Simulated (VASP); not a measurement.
Here is a VASP 6.6.1 calculation.

INCAR

```
  PREC = Accurate
  ENCUT = 520
  EDIFF = 1E-6
  ISMEAR = 0
  SIGMA = 0.1
  LREAL = F
  LASPH = T
  NELM = 80
  ALGO = Normal
  ISIF = 2
  LWAVE = F
  LCHARG = T
  GGA = PE
  LELF = T
  LVHAR = T
  NBANDS = 12
```

KPOINTS

```
Automatic mesh
0
Gamma
  20 20 20
```

The input POSCAR:

```
V
1.0
   -1.4360945685      1.4360945685      1.4360945685
    1.4360945685     -1.4360945685      1.4360945685
    1.4360945685      1.4360945685     -1.4360945685
V
1
Direct
    0.0000000000      0.0000000000      0.0000000000
```

Potentials or basis: VASP PAW PBE potentials, release 64 (V_sv).

Launch:

```sh
$ cat potpaw_PBE.64/V_sv/POTCAR > POTCAR
$ mpirun -np 1 vasp_std > vasp.out
```

Task: What does it give for the pressure?

Result: 30.0 GPa.
